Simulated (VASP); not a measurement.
# Al (Im-3m) in VASP: a series of runs

The runs below take Al through single point, with PBEsol, BLYP+D3(BJ).

Program: VASP 6.6.1. These are calculated values, not measurements. Logs are shortened: lines on timing, memory, paths and dates and some standing lists are left out, and cuts for length are marked.

### 1 The cell of the first run

It takes space group Im-3m (No. 229, cubic). Conventional cell: a = 3.213 Å, b = 3.213 Å, c = 3.213 Å, α = 90.00°, β = 90.00°, γ = 90.00°. Within 3.7 Å of Al (site symmetry m-3m) lie 14 Al at 2.78 to 3.21 Å.

### 2 Single point, PBEsol

The input, INCAR:

```
SYSTEM = Al
ALGO = Normal ; EDIFF = 1E-6
ENCUT = 520 ; GGA = PS
ISIF = 2 ; ISMEAR = -1
LASPH = .True. ; LCHARG = .False.
LREAL = .False. ; LWAVE = .False.
NBANDS = 8 ; NELM = 80
PREC = Accurate ; SIGMA = 0.1
```

The input, KPOINTS:

```
k-points
0
Gamma
  12 12 12
  0 0 0
```

The input, POSCAR:

```
Al
1.0
    2.7825379475     -0.0000000154     -0.0000000267
   -0.9275126346      2.6234019406     -0.0000000267
   -0.9275126346     -1.3117009318      2.2719327471
Al
1
Direct
    0.0000000000      0.0000000000      0.0000000000
```

Potentials or basis: VASP PAW PBE potentials, release 64 (Al).

Launch:

```console
cat potpaw_PBE.64/Al/POTCAR > POTCAR
mpirun -np 1 vasp_std > vasp.out
```

OUTCAR:

```text
SYSTEM = Al
   EDIFF = 1E-6
   ENCUT = 520
   GGA = PS
   ISIF = 2
   ISMEAR = -1
   LASPH = .True.
   LREAL = .False.
   NELM = 80
   PREC = Accurate

 ion  position               nearest neighbor table
   1  0.000  0.000  0.000-

  LATTYP: Found a body centered cubic cell.
 ALAT       =     3.2129980660

  Lattice vectors:

 A1 = (   2.7825379475,  -0.0000000154,  -0.0000000267)
 A2 = (  -0.9275126346,   2.6234019406,  -0.0000000267)
 A3 = (  -0.9275126346,  -1.3117009318,   2.2719327471)

Analysis of symmetry for initial positions (statically):
=====================================================================
 Subroutine PRICEL returns:
 Original cell was already a primitive cell.

 Routine SETGRP: Setting up the symmetry group for a
 body centered cubic supercell.

 Subroutine GETGRP returns: Found 48 space group operations
[... 9 lines left out ...]

 Routine SETGRP: Setting up the symmetry group for a
 body centered cubic supercell.

 Subroutine GETGRP returns: Found 48 space group operations
[... 11 lines left out ...]
                                     Primitive cell

  volume of cell :      16.5845

  direct lattice vectors                    reciprocal lattice vectors
     2.782537947 -0.000000015 -0.000000027     0.359384140  0.127061481  0.220076934
    -0.927512635  2.623401941 -0.000000027     0.000000004  0.381184444  0.220076934
    -0.927512635 -1.311700932  2.271932747     0.000000004  0.000000006  0.440153879

  length of vectors
     2.782537947  2.782537948  2.782537947     0.440153879  0.440153879  0.440153879

  position of ions in fractional coordinates (direct lattice)
     0.000000000  0.000000000  0.000000000

  ion indices of the primitive-cell ions
   primitive index   ion index
                 1           1

----------------------------------------------------------------------------------------

 KPOINTS: k-points

Automatic generation of k-mesh.
 Grid dimensions read from file:
 generate k-points for:   12   12   12

 Generating k-lattice:

  Cartesian coordinates                     Fractional coordinates (reciprocal lattice)
     0.029948678  0.010588457  0.018339745     0.083333333  0.000000000  0.000000000
     0.000000000  0.031765370  0.018339745    -0.000000000  0.083333333  0.000000000
     0.000000000  0.000000000  0.036679490    -0.000000000  0.000000000  0.083333333

  Length of vectors
     0.036679490  0.036679490  0.036679490

  Shift w.r.t. Gamma in fractional coordinates (k-lattice)
     0.000000000  0.000000000  0.000000000

 Subroutine IBZKPT returns following result:
 ===========================================

 Found     72 irreducible k-points:

 Following reciprocal coordinates:
            Coordinates               Weight
  0.000000  0.000000  0.000000      1.000000
  0.083333 -0.000000 -0.000000     12.000000
  0.166667 -0.000000  0.000000     12.000000
  0.250000  0.000000  0.000000     12.000000
  0.333333 -0.000000  0.000000     12.000000
  0.416667  0.000000  0.000000     12.000000
[... 16 lines left out ...]
  0.333333  0.083333  0.083333     24.000000
  0.416667  0.083333  0.083333     12.000000
 [... further k-points ...]
   k-points           NKPTS =     72   k-points in BZ     NKDIM =     72   number of bands    NBANDS=      8
   number of dos      NEDOS =    301   number of ions     NIONS =      1
   total plane-waves  NPLWV =  13824
   dimension x,y,z NGX =    24 NGY =   24 NGZ =   24
   dimension x,y,z NGXF=    48 NGYF=   48 NGZF=   48
   ions per type =               1
   NGX,Y,Z   is equivalent  to a cutoff of  14.34, 14.34, 14.34 a.u.
   NGXF,Y,Z  is equivalent  to a cutoff of  28.68, 28.68, 28.68 a.u.
 SYSTEM =  Al
   PREC   = accura    normal or accurate (medium, high low for compatibility)
   ISTART =      0    job   : 0-new  1-cont  2-samecut
   ICHARG =      2    charge: 1-file 2-atom 10-const
   ISPIN  =      1    spin polarized calculation?
   LNONCOLLINEAR =      F non collinear calculations
   LSORBIT =      F    spin-orbit coupling
   LASPH  =      T    aspherical Exc in radial PAW
   ENCUT  =  520.0 eV  38.22 Ry    6.18 a.u.   5.17  5.17  5.17*2*pi/ulx,y,z
   NELM   =     80;   NELMIN=  2; NELMDL= -5     # of ELM steps
   EDIFF  = 0.1E-05   stopping-criterion for ELM
   LREAL  =      F    real-space projection
   EDIFFG = 0.1E-04   stopping-criterion for IOM
   NSW    =      0    number of steps for IOM
   IBRION =     -1    ionic relax: 0-MD 1-quasi-New 2-CG
   NFREE  =      0    steps in history (QN), initial steepest desc. (CG)
   ISIF   =      2    stress and relaxation
   ISYM   =      2    0-nonsym 1-usesym 2-fastsym
   POTIM  = 0.5000    time-step for ionic-motion
   TEBEG  =    0.0;   TEEND  =   0.0 temperature during run
   PSTRESS=    0.0 pullay stress
   NELECT =       3.0000    total number of electrons
   NUPDOWN=      -1.0000    fix difference up-down
   EMIN   =  10.00;   EMAX   =-10.00  energy-range for DOS
   EFERMI =   0.00;   METHOD = LEGACY
   ISMEAR =    -1;   SIGMA  =   0.10  broadening in eV -4-tet -1-fermi 0-gaus
   EFERMI_NEDOS =   21; number of points for ismear=-14 and -15
   IALGO  =     38    algorithm
   IMIX   =      4    mixing-type and parameters
     AMIX     =   0.40;   BMIX     =  1.00
     AMIX_MAG =   1.60;   BMIX_MAG =  1.00
  volume/ion in A,a.u.               =      16.58       111.92
  Fermi-wavevector in a.u.,A,eV,Ry     =   0.925866  1.749633 11.663292  0.857228
  Thomas-Fermi vector in A             =   2.051767
   LORBIT       =      0    0 simple, 1 ext, 2 COOP (PROOUT), +10 PAW based schemes
   GGA     = PS    functional components
   LHFCALC =     F    Hartree Fock is set to
   AEXX    =    0.0000 exact exchange contribution
   IVDW    =     0    specifies the selected vdW correction
   LEPSILON=     F    determine dielectric tensor
   LRPA    =     F    only Hartree local field effects (RPA)
 non-spin polarized calculation
  energy-cutoff  :      520.00
  volume of cell :       16.58
 maximum number of plane-waves:       468
 NGX is ok and might be reduce to    24
   NGX = 11   NGY = 11   NGZ = 11

 number of electron       3.0000000 magnetization

 Free energy of the ion-electron system (eV)
  ---------------------------------------------------
  ext. energy  EPLUGINS =         0.00000000
  ---------------------------------------------------
  free energy    TOTEN  =        -3.99626867 eV

  energy without entropy =       -3.98099950  energy(sigma->0) =       -3.98863409

 E-fermi :   7.8878     XC(G=0): -10.2420

 val. band max:        7.8713392564   @ k =   0.3333   0.2500   0.0833
 cond. band min:       7.9377121897   @ k =  -0.4167   0.4167   0.2500
 fundamental gap:      0.0663729333
 Fermi energy:         7.8877736415

 k-point     1 :       0.0000    0.0000    0.0000
  band No.  band energies     occupation
      1      -3.1931      2.00000
      2      21.1091      0.00000
      3      21.1091      0.00000
      4      21.1091      0.00000
      5      22.5015      0.00000
      6      22.5015      0.00000
      7      22.5015      0.00000
      8      24.1436      0.00000

 k-point     2 :       0.0833   -0.0000   -0.0000
  band No.  band energies     occupation
      1      -2.9940      2.00000
      2      18.9292      0.00000
      3      19.9066      0.00000
      4      20.3625      0.00000
      5      21.7572      0.00000
      6      22.8457      0.00000
      7      23.3698      0.00000
      8      24.0353      0.00000

 k-point     3 :       0.1667   -0.0000    0.0000
  band No.  band energies     occupation
      1      -2.3984      2.00000
      2      15.5308      0.00000
      3      18.5197      0.00000
      4      19.0241      0.00000
      5      20.4757      0.00000
      6      21.6768      0.00000
      7      24.3610      0.00000
      8      24.6384      0.00000

 k-point     4 :       0.2500    0.0000    0.0000
  band No.  band energies     occupation
      1      -1.4112      2.00000
      2      12.1782      0.00000
      3      17.4224      0.00000
      4      17.8063      0.00000
      5      19.3445      0.00000
      6      20.6948      0.00000
      7      25.3955      0.00000
      8      25.5357      0.00000

 k-point     5 :       0.3333   -0.0000    0.0000
  band No.  band energies     occupation
      1      -0.0404      2.00000
      2       9.0792      0.00001
      3      16.6384      0.00000
      4      16.8911      0.00000
      5      18.5070      0.00000
      6      19.9244      0.00000
      7      26.4430      0.00000
      8      26.9770      0.00000

 k-point     6 :       0.4167    0.0000    0.0000
  band No.  band energies     occupation
      1       1.7012      2.00000
      2       6.2923      2.00000
      3      16.1690      0.00000
      4      16.3305      0.00000
      5      17.9979      0.00000
      6      19.4328      0.00000
      7      27.6804      0.00000
      8      28.6271      0.00000

 k-point     7 :       0.5000    0.0000    0.0000
  band No.  band energies     occupation
      1       3.5985      2.00000
      2       4.0455      2.00000
      3      16.0128      0.00000
      4      16.1421      0.00000
      5      17.8274      0.00000
      6      19.2641      0.00000
      7      28.4923      0.00000
      8      29.7658      0.00000

 k-point     8 :       0.0833    0.0833    0.0000
  band No.  band energies     occupation
      1      -2.5967      2.00000
      2      17.2603      0.00000
      3      17.4233      0.00000
      4      19.2557      0.00000
      5      21.8992      0.00000
      6      22.1221      0.00000
      7      23.9500      0.00000
      8      24.4172      0.00000

 k-point     9 :       0.1667    0.0833    0.0000
  band No.  band energies     occupation
      1      -1.8052      2.00000
      2      13.9457      0.00000
      3      15.9982      0.00000
      4      18.0275      0.00000
      5      20.8686      0.00000
      6      22.1454      0.00000
      7      23.9329      0.00000
      8      26.0400      0.00000

 k-point    10 :       0.2500    0.0833    0.0000
  band No.  band energies     occupation
      1      -0.6263      2.00000
      2      10.7228      0.00000
      3      14.9516      0.00000
      4      17.0424      0.00000
      5      19.8904      0.00000
      6      21.7840      0.00000
      7      24.5113      0.00000
      8      27.6178      0.00000
[... 78 lines left out ...]
 k-point    18 :       0.3333    0.2500    0.0000
  band No.  band energies     occupation
      1       3.9777      2.00000
      2       6.2763      2.00000
      3       8.5962      0.00167
      4      15.1563      0.00000
      5      21.8872      0.00000
      6      23.8405      0.00000
      7      25.5920      0.00000
      8      28.8781      0.00000

 k-point    19 :       0.3333    0.3333    0.0000
  band No.  band energies     occupation
      1       5.8154      2.00000
      2       5.8154      2.00000
      3       6.6909      1.99999
      4      14.9891      0.00000
      5      23.6073      0.00000
      6      23.6073      0.00000
      7      23.9825      0.00000
      8      31.3514      0.00000

 k-point    20 :       0.0833    0.0833    0.0833
  band No.  band energies     occupation
      1      -2.0027      2.00000
      2      15.7368      0.00000
      3      15.7368      0.00000
      4      16.2148      0.00000
      5      23.7242      0.00000
      6      23.7242      0.00000
      7      24.1487      0.00000
      8      24.1487      0.00000

 k-point    21 :       0.1667    0.0833    0.0833
  band No.  band energies     occupation
      1      -1.0182      2.00000
      2      12.5115      0.00000
      3      14.4793      0.00000
      4      14.9717      0.00000
      5      23.1072      0.00000
      6      23.4751      0.00000
      7      25.4609      0.00000
      8      25.5199      0.00000

 k-point    22 :       0.2500    0.0833    0.0833
  band No.  band energies     occupation
      1       0.3487      2.00000
      2       9.4368      0.00000
      3      13.5648      0.00000
      4      14.1247      0.00000
      5      22.4165      0.00000
      6      22.8641      0.00000
      7      26.6918      0.00000
      8      27.1195      0.00000

 k-point    23 :       0.3333    0.0833    0.0833
  band No.  band energies     occupation
      1       2.0851      2.00000
      2       6.6635      1.99999
      3      13.0122      0.00000
      4      13.6114      0.00000
      5      21.9500      0.00000
      6      22.4558      0.00000
      7      27.9436      0.00000
      8      28.8445      0.00000

 k-point    24 :       0.4167    0.0833    0.0833
  band No.  band energies     occupation
      1       3.9675      2.00000
      2       4.4340      2.00000
      3      12.8274      0.00000
      4      13.4394      0.00000
      5      21.7888      0.00000
      6      22.3137      0.00000
      7      28.7312      0.00000
      8      29.9908      0.00000

 [... further k-points ...]
[... 5 lines left out ...]
  --------------------------------------------------------------------------------------
  -------------------------------------------------------------------------------------
  Total        0.0065551      0.0065551      0.0065551      0.0000000     -0.0000000      0.0000000
  in kB        0.6332669      0.6332669      0.6332669      0.0000000     -0.0000000      0.0000000
  external PRESSURE =       0.6332669 kB  Pullay stress =       0.0000000 kB

 VOLUME and BASIS-vectors are now :
 -----------------------------------------------------------------------------
  energy-cutoff  :      520.00
  volume of cell :       16.58
      direct lattice vectors                 reciprocal lattice vectors
     2.782537947 -0.000000015 -0.000000027     0.359384140  0.127061481  0.220076934
    -0.927512635  2.623401941 -0.000000027     0.000000004  0.381184444  0.220076934
    -0.927512635 -1.311700932  2.271932747     0.000000004  0.000000006  0.440153879

 POSITION                                       TOTAL-FORCE (eV/Angst)
 -----------------------------------------------------------------------------------
      0.00000      0.00000      0.00000        -0.000000      0.000000      0.000000
 -----------------------------------------------------------------------------------
    total drift:                                0.000000      0.000000      0.000000

  FREE ENERGIE OF THE ION-ELECTRON SYSTEM (eV)
  ---------------------------------------------------
  free  energy   TOTEN  =        -3.9962686729 eV

  energy  without entropy=       -3.9809995029  energy(sigma->0) =       -3.98863409
```

Run time: 11 s. Hardware: 1 thread of Intel Xeon Platinum 8259CL at 2.50GHz (Skylake/Cascade Lake), shared host; peak memory 0.13 GiB.

What came out:

* Free energy: -3.9963 eV
* Pressure: 0.1 GPa

Caveat: the PAW data sets were made with another functional, which shifts forces and pressure a little.

### 3 Single point, BLYP+D3(BJ)

This run uses another cell than the first one, of 15.97 Å³/atom, 0.963 times its volume.

The input, INCAR:

```
  AGGAC = 1.0
  AGGAX = 1.0
  ALDAC = 0.0
  ALDAX = 1.0
  ALGO = Normal
  EDIFF = 1E-6
  ENCUT = 520
  GGA = B5
  ISIF = 2
  ISMEAR = -1
  IVDW = 12
  LASPH = T
  LCHARG = F
  LREAL = F
  LWAVE = F
  NBANDS = 8
  NELM = 100
  PREC = Accurate
  SIGMA = 0.1
  VDW_A1 = 0.4298
  VDW_A2 = 4.2359
  VDW_S6 = 1.0
  VDW_S8 = 2.6996
```

The input, KPOINTS:

```
k-points
0
Gamma
  12 12 12
```

The input, POSCAR:

```
Al
1.0
    2.7475839921     -0.0000000152     -0.0000000264
   -0.9158613164      2.5904470353     -0.0000000264
   -0.9158613164     -1.2952234796      2.2433929617
Al
1
Direct
    0.0000000000      0.0000000000      0.0000000000
```

Potentials or basis: VASP PAW PBE potentials, release 64 (Al).

Launch:

```console
cat potpaw_PBE.64/Al/POTCAR > POTCAR
mpirun -np 1 vasp_std > vasp.out
```

It took 11 s on 1 thread of Intel Xeon Platinum 8259CL at 2.50GHz (Skylake/Cascade Lake), shared host; peak memory 0.13 GiB.

It converged, with:

| Quantity | Value |
| --- | --- |
| Free energy | -3.3714 eV |
| Pressure | 0.2 GPa |
| Dispersion energy per atom | -0.800 eV |

Levels at points of the mesh, in eV from the Fermi level:
| k point | band 1 | band 2 | band 3 | band 4 | band 5 | band 6 |
| --- | --- | --- | --- | --- | --- | --- |
| (0.00, 0.00, 0.00) | -11.33 | 13.39 | 13.39 | 13.39 | 14.90 | 14.90 |
| (0.50, 0.00, 0.00) | -4.37 | -3.94 | 8.25 | 8.38 | 10.23 | 11.67 |
| (0.50, 0.50, 0.50) | 1.87 | 1.87 | 1.87 | 3.13 | 3.13 | 5.69 |

Caveat: the PAW data sets were made with another functional, which shifts forces and pressure a little; pairwise dispersion overbinds metals, which lowers pressure and volume.
